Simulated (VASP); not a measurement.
# Si (a cell with a defect) in VASP: single point with PBE

Aim: the single point of Si (a cell with a defect) with PBE.

Program: VASP 6.6.1. These are calculated values, not measurements. Logs are shortened: lines on timing, memory, paths and dates and some standing lists are left out, and cuts for length are marked.

## 1. The cell of the first run

The cell holds a defect, 17 atoms: a = 7.679 Å, b = 7.679 Å, c = 7.679 Å, α = 60.00°, β = 60.00°, γ = 60.00°.

## 2. Single point, PBE

Contents of INCAR:

```
PREC     = Accurate       # precision mode
ENCUT    = 520            # plane-wave cutoff, eV
EDIFF    = 1E-7           # SCF threshold, eV
ISMEAR   = 0              # smearing method
SIGMA    = 0.02           # smearing width, eV
LREAL    = Auto         
LASPH    = True           # aspherical terms in the spheres
NELM     = 100            # most SCF steps
ALGO     = Normal         # electronic algorithm
ISIF     = 2              # what is computed and relaxed
LWAVE    = False          # write WAVECAR
LCHARG   = False          # write CHGCAR
GGA      = PE             # functional
NBANDS   = 48             # bands
```

Contents of KPOINTS:

```
Automatic mesh
0
Gamma
  2 2 2
```

Contents of POSCAR:

```
Si
1.0
    0.0000000000      5.4300000000      5.4300000000
    5.4300000000      0.0000000000      5.4300000000
    5.4300000000      5.4300000000      0.0000000000
Si
17
Direct
   -0.0076794659      0.0111207182     -0.0021301105
    0.1344777164      0.1266174954      0.1122136280
    0.0563471455     -0.0182011050      0.4808296501
    0.1360571823      0.1260813076      0.6257643646
   -0.0096242173      0.4985262431     -0.0016334254
    0.0712605893      0.6422961326      0.1426725599
   -0.0088104052      0.4982704420      0.5116656538
    0.1334944751      0.6132604052      0.6264200737
    0.5065001842      0.0119359116     -0.0260981584
    0.6204347145      0.1511122468      0.1135505525
    0.5083099448      0.0089850829      0.5072532228
    0.6789009208      0.1063736648      0.6069806630
    0.4483704420      0.5178802026      0.0171315838
    0.6183699816      0.6154040516      0.1173460405
    0.5054305709      0.4727624309      0.5120132597
    0.6191949355      0.6139172192      0.6497557090
    0.5610202578      0.8127029466      0.3123825046
```

Potentials or basis: VASP PAW PBE potentials, release 64 (Si).

The run is started by

```
$ cat potpaw_PBE.64/Si/POTCAR > POTCAR
$ mpirun -np 1 vasp_std > vasp.out
```

OUTCAR:

```text
PREC = Accurate
   ENCUT = 520
   EDIFF = 1E-7
   ISMEAR = 0
   LREAL = Auto
   LASPH = True
   NELM = 100
   ISIF = 2
   GGA = PE

 ion  position               nearest neighbor table
   1  0.992  0.011  0.998-   6 2.33  10 2.33   2 2.34   4 2.34
   2  0.134  0.127  0.112-   3 2.33   9 2.33   1 2.34   5 2.34
   3  0.056  0.982  0.481-   2 2.33   8 2.33   4 2.33  12 2.37
   4  0.136  0.126  0.626-   3 2.33  11 2.34   1 2.34   7 2.34
   5  0.990  0.499  0.998-   6 2.33  14 2.33   8 2.34   2 2.34
   6  0.071  0.642  0.143-   5 2.33   1 2.33   7 2.33  13 2.36
   7  0.991  0.498  0.512-   6 2.33  16 2.33   8 2.34   4 2.34
   8  0.133  0.613  0.626-   3 2.33  15 2.33   5 2.34   7 2.34
   9  0.507  0.012  0.974-  12 2.32   2 2.33  17 2.40  10 2.47  14 2.49
  10  0.620  0.151  0.114-  13 2.32   1 2.33  17 2.41   9 2.47  11 2.47
  11  0.508  0.009  0.507-  12 2.33   4 2.34  17 2.39  10 2.47  16 2.48
  12  0.679  0.106  0.607-  15 2.32   9 2.32  11 2.33   3 2.37
  13  0.448  0.518  0.017-  10 2.32  16 2.33  14 2.33   6 2.36
  14  0.618  0.615  0.117-  13 2.33   5 2.33  17 2.38  15 2.48   9 2.49
  15  0.505  0.473  0.512-  12 2.32   8 2.33  17 2.41  16 2.46  14 2.48
  16  0.619  0.614  0.650-  13 2.33   7 2.33  17 2.40  15 2.46  11 2.48
  17  0.561  0.813  0.312-  14 2.38  11 2.39   9 2.40  16 2.40  15 2.41  10 2.41

  LATTYP: Found a face centered cubic cell.
 ALAT       =    10.8600000000

  Lattice vectors:

 A1 = (   0.0000000000,   5.4300000000,   5.4300000000)
 A2 = (   5.4300000000,   0.0000000000,   5.4300000000)
 A3 = (   5.4300000000,   5.4300000000,   0.0000000000)

Analysis of symmetry for initial positions (statically):
=====================================================================
 Subroutine PRICEL returns:
 Original cell was already a primitive cell.

 Routine SETGRP: Setting up the symmetry group for a
 face centered cubic supercell.

 Subroutine GETGRP returns: Found  1 space group operations
 (whereof  1 operations were pure point group operations)
 out of a pool of 48 trial point group operations.

The static configuration has the point symmetry C_1 .

Analysis of symmetry for dynamics (positions and initial velocities):
=====================================================================
 Subroutine PRICEL returns:
 Original cell was already a primitive cell.

 Routine SETGRP: Setting up the symmetry group for a
 face centered cubic supercell.

 Subroutine GETGRP returns: Found  1 space group operations
 (whereof  1 operations were pure point group operations)
 out of a pool of 48 trial point group operations.

The dynamic configuration has the point symmetry C_1 .

 Subroutine INISYM returns: Found  1 space group operations
 (whereof  1 operations are pure point group operations),
 and found     1 'primitive' translations

----------------------------------------------------------------------------------------

                                     Primitive cell

  volume of cell :     320.2060

  direct lattice vectors                    reciprocal lattice vectors
     0.000000000  5.430000000  5.430000000    -0.092081031  0.092081031  0.092081031
     5.430000000  0.000000000  5.430000000     0.092081031 -0.092081031  0.092081031
     5.430000000  5.430000000  0.000000000     0.092081031  0.092081031 -0.092081031

  length of vectors
     7.679179644  7.679179644  7.679179644     0.159489025  0.159489025  0.159489025

  position of ions in fractional coordinates (direct lattice)
     0.992320534  0.011120718  0.997869890
     0.134477716  0.126617495  0.112213628
     0.056347145  0.981798895  0.480829650
     0.136057182  0.126081308  0.625764365
     0.990375783  0.498526243  0.998366575
     0.071260589  0.642296133  0.142672560
[... 9 lines left out ...]
     0.619194935  0.613917219  0.649755709
     0.561020258  0.812702947  0.312382505

  ion indices of the primitive-cell ions
   primitive index   ion index
                 1           1
                 2           2
                 3           3
                 4           4
                 5           5
                 6           6
[... 9 lines left out ...]
                16          16
                17          17

----------------------------------------------------------------------------------------

 KPOINTS: Automatic mesh

Automatic generation of k-mesh.
 Grid dimensions read from file:
 generate k-points for:    2    2    2

 Generating k-lattice:

  Cartesian coordinates                     Fractional coordinates (reciprocal lattice)
    -0.046040516  0.046040516  0.046040516     0.500000000  0.000000000  0.000000000
     0.046040516 -0.046040516  0.046040516     0.000000000  0.500000000  0.000000000
     0.046040516  0.046040516 -0.046040516     0.000000000  0.000000000  0.500000000

  Length of vectors
     0.079744512  0.079744512  0.079744512

  Shift w.r.t. Gamma in fractional coordinates (k-lattice)
     0.000000000  0.000000000  0.000000000

 Subroutine IBZKPT returns following result:
 ===========================================

 Found      8 irreducible k-points:

 Following reciprocal coordinates:
            Coordinates               Weight
  0.000000  0.000000  0.000000      1.000000
  0.500000  0.000000  0.000000      1.000000
  0.000000  0.500000  0.000000      1.000000
  0.000000  0.000000  0.500000      1.000000
  0.500000  0.500000  0.500000      1.000000
  0.500000  0.500000  0.000000      1.000000
  0.000000  0.500000  0.500000      1.000000
  0.500000  0.000000  0.500000      1.000000
   k-points           NKPTS =      8   k-points in BZ     NKDIM =      8   number of bands    NBANDS=     48
   number of dos      NEDOS =    301   number of ions     NIONS =     17
   total plane-waves  NPLWV = 216000
   dimension x,y,z NGX =    60 NGY =   60 NGZ =   60
   dimension x,y,z NGXF=   120 NGYF=  120 NGZF=  120
   ions per type =              17
   NGX,Y,Z   is equivalent  to a cutoff of  12.99, 12.99, 12.99 a.u.
   NGXF,Y,Z  is equivalent  to a cutoff of  25.98, 25.98, 25.98 a.u.
 SYSTEM =  unknown system
   PREC   = accura    normal or accurate (medium, high low for compatibility)
   ISTART =      0    job   : 0-new  1-cont  2-samecut
   ICHARG =      2    charge: 1-file 2-atom 10-const
   ISPIN  =      1    spin polarized calculation?
   LNONCOLLINEAR =      F non collinear calculations
   LSORBIT =      F    spin-orbit coupling
   LASPH  =      T    aspherical Exc in radial PAW
   ENCUT  =  520.0 eV  38.22 Ry    6.18 a.u.  14.28 14.28 14.28*2*pi/ulx,y,z
   NELM   =    100;   NELMIN=  2; NELMDL= -5     # of ELM steps
   EDIFF  = 0.1E-06   stopping-criterion for ELM
   LREAL  =      T    real-space projection
   EDIFFG = 0.1E-05   stopping-criterion for IOM
   NSW    =      0    number of steps for IOM
   IBRION =     -1    ionic relax: 0-MD 1-quasi-New 2-CG
   NFREE  =      0    steps in history (QN), initial steepest desc. (CG)
   ISIF   =      2    stress and relaxation
   ISYM   =      2    0-nonsym 1-usesym 2-fastsym
   POTIM  = 0.5000    time-step for ionic-motion
   TEBEG  =    0.0;   TEEND  =   0.0 temperature during run
   PSTRESS=    0.0 pullay stress
   NELECT =      68.0000    total number of electrons
   NUPDOWN=      -1.0000    fix difference up-down
   EMIN   =  10.00;   EMAX   =-10.00  energy-range for DOS
   EFERMI =   0.00;   METHOD = LEGACY
   ISMEAR =     0;   SIGMA  =   0.02  broadening in eV -4-tet -1-fermi 0-gaus
   EFERMI_NEDOS =   21; number of points for ismear=-14 and -15
   IALGO  =     38    algorithm
   IMIX   =      4    mixing-type and parameters
     AMIX     =   0.40;   BMIX     =  1.00
     AMIX_MAG =   1.60;   BMIX_MAG =  1.00
  volume/ion in A,a.u.               =      18.84       127.11
  Fermi-wavevector in a.u.,A,eV,Ry     =   0.976715  1.845724 12.979587  0.953973
  Thomas-Fermi vector in A             =   2.107356
   LORBIT       =      0    0 simple, 1 ext, 2 COOP (PROOUT), +10 PAW based schemes
   GGA     = PE    functional components
   LHFCALC =     F    Hartree Fock is set to
   AEXX    =    0.0000 exact exchange contribution
   IVDW    =     0    specifies the selected vdW correction
   LEPSILON=     F    determine dielectric tensor
   LRPA    =     F    only Hartree local field effects (RPA)
 non-spin polarized calculation
 Gauss-broadening in eV      SIGMA  =   0.02
  energy-cutoff  :      520.00
  volume of cell :      320.21
 maximum number of plane-waves:      8646
 NGX is ok and might be reduce to    60
   NGX = 29   NGY = 29   NGZ = 29

 number of electron      68.0000000 magnetization

 Free energy of the ion-electron system (eV)
  ---------------------------------------------------
  ext. energy  EPLUGINS =         0.00000000
  ---------------------------------------------------
  free energy    TOTEN  =       -87.67821386 eV

  energy without entropy =      -87.67557156  energy(sigma->0) =      -87.67689271

 E-fermi :   6.7178     XC(G=0):  -9.6917

 val. band max:        6.7127081437   @ k =   0.0000   0.0000   0.0000
 cond. band min:       6.7229833384   @ k =   0.5000   0.0000   0.0000
 fundamental gap:      0.0102751947
 Fermi energy:         6.7178437271

 k-point     1 :       0.0000    0.0000    0.0000
  band No.  band energies     occupation
      1      -6.2131      2.00000
      2      -3.8898      2.00000
      3      -3.6312      2.00000
      4      -3.6165      2.00000
      5      -3.3992      2.00000
      6      -2.5355      2.00000
[... 38 lines left out ...]
     45       8.7533      0.00000
     46       8.8238      0.00000

 k-point     2 :       0.5000    0.0000    0.0000
  band No.  band energies     occupation
      1      -5.8111      2.00000
      2      -4.8768      2.00000
      3      -3.4056      2.00000
      4      -3.3874      2.00000
      5      -3.3697      2.00000
      6      -3.0068      2.00000
[... 286 lines left out ...]
 k-point     8 :       0.5000    0.0000    0.5000
  band No.  band energies     occupation
      1      -5.6020      2.00000
      2      -4.7075      2.00000
      3      -4.0606      2.00000
      4      -3.8742      2.00000
      5      -3.7965      2.00000
      6      -3.6318      2.00000
[... 38 lines left out ...]
     45      10.4187      0.00000
     46      10.4333      0.00000
 [bands above 46 left out]

------------------------ aborting loop because EDIFF is reached ----------------------------------------

  FORCE on cell =-STRESS in cart. coord.  units (eV):
  Direction    XX          YY          ZZ          XY          YZ          ZX
  --------------------------------------------------------------------------------------
  -------------------------------------------------------------------------------------
  Total        9.5504446      9.5123167      9.4885023      0.8706415     -0.9625257      0.9213148
  in kB       47.7864410     47.5956651     47.4765079      4.3563268     -4.8160769      4.6098748
  external PRESSURE =      47.6195380 kB  Pullay stress =       0.0000000 kB

 VOLUME and BASIS-vectors are now :
 -----------------------------------------------------------------------------
  energy-cutoff  :      520.00
  volume of cell :      320.21
      direct lattice vectors                 reciprocal lattice vectors
     0.000000000  5.430000000  5.430000000    -0.092081031  0.092081031  0.092081031
     5.430000000  0.000000000  5.430000000     0.092081031 -0.092081031  0.092081031
     5.430000000  5.430000000  0.000000000     0.092081031  0.092081031 -0.092081031

 POSITION                                       TOTAL-FORCE (eV/Angst)
 -----------------------------------------------------------------------------------
      5.47882     10.80673      5.44869         0.007215     -0.016057      0.014824
      1.29685      1.33953      1.41775        -0.020988     -0.014643      0.017256
      7.94207      2.91687      5.63713         0.010229      0.002942     -0.006677
      4.08252      4.13669      1.42341         0.026227      0.010381      0.013871
      8.12813     10.79887      8.08474        -0.012879     -0.013859     -0.010862
      4.26238      1.16166      3.87461         0.005191      0.010594      0.008215
[... 9 lines left out ...]
      6.86174      6.89040      6.69580        -0.008156     -0.016717      0.010555
      6.10921      4.74258      7.45932         0.017796      0.010624      0.005641
 -----------------------------------------------------------------------------------
    total drift:                               -0.005541      0.005019     -0.001189

  FREE ENERGIE OF THE ION-ELECTRON SYSTEM (eV)
  ---------------------------------------------------
  free  energy   TOTEN  =       -87.6782138566 eV

  energy  without entropy=      -87.6755715635  energy(sigma->0) =      -87.67689271
```

Run time: 5.6 min. Hardware: 1 thread of Intel Xeon Platinum 8375C at 2.90GHz (Ice Lake), shared host; peak memory 0.46 GiB.

What came out:

```yaml
Free_energy: -87.6782 eV
Pressure: 4.8 GPa
Largest_force: 0.038 eV/Å
Band_gap_on_the_k_mesh: zero (band 34 reaches 6.72 eV, above the bottom of band 35 at 6.71 eV)
```

Forces in eV/Å, atoms in the order of the input:
```
Si   0.007 -0.016  0.015
Si  -0.021 -0.015  0.017
Si   0.010  0.003 -0.007
Si   0.026  0.010  0.014
Si  -0.013 -0.014 -0.011
Si   0.005  0.011  0.008
Si   0.003  0.020 -0.011
Si  -0.022  0.015 -0.016
Si  -0.007  0.013 -0.018
Si  -0.019  0.013 -0.030
Si   0.010 -0.003 -0.012
Si  -0.004  0.001 -0.001
Si  -0.001 -0.002  0.003
Si   0.007 -0.008  0.006
Si   0.008 -0.022  0.027
Si  -0.008 -0.017  0.011
Si   0.018  0.011  0.006
```

Caveat: the k points lie up to 0.50 Å⁻¹ apart.
